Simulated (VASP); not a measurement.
Input of a VASP 6.6.1 run:

Contents of POSCAR:

```
W
1.0
    4.6871366657      0.0000000000      0.0000000000
   -2.3435683329      4.0591794235      0.0000000000
    0.0000000000      0.0000000000      2.5653520143
W
3
Direct
    0.0000000000      0.0000000000      0.0000000000
    0.3333333333      0.6666666667      0.5000000000
    0.6666666667      0.3333333333      0.5000000000
```

File INCAR.step1:

```
ALGO = Normal ; EDIFF = 1E-4
ENCUT = 520 ; GGA = PE
ISMEAR = 0 ; LASPH = True
LCHARG = False ; LREAL = False
LWAVE = True ; NBANDS = 28
NELM = 100 ; PREC = Accurate
SIGMA = 0.1
```

Contents of INCAR.step2:

```
ALGO = Normal ; EDIFF = 1E-7
ENCUT = 520 ; ISIF = 2
ISMEAR = 0 ; ISTART = 1
LASPH = True ; LCHARG = False
LMIXTAU = True ; LREAL = False
LWAVE = False ; METAGGA = R2SCAN
NBANDS = 28 ; NELM = 100
PREC = Accurate ; SIGMA = 0.1
```

Contents of KPOINTS:

```
k-points
0
Gamma
  6 6 6
```

Potentials or basis: VASP PAW PBE potentials, release 64 (W_sv).

Command:

```bash
$ cat potpaw_PBE.64/W_sv/POTCAR > POTCAR
$ cp INCAR.step1 INCAR
$ mpirun -np 1 vasp_std > vasp.out
$ cp INCAR.step2 INCAR
$ mpirun -np 1 vasp_std > vasp.out
```

(1) Estimate the pressure.

(2) Predict the band gap on the k mesh.

Answers

(1) 1.6 GPa.

(2) zero (band 21 reaches 11.30 eV, above the bottom of band 22 at 10.39 eV).

Caveat: the k points lie up to 0.41 Å⁻¹ apart; the PAW data sets were made with another functional, which shifts forces and pressure a little; spin-orbit coupling is left out, which moves the levels of the heavy elements.
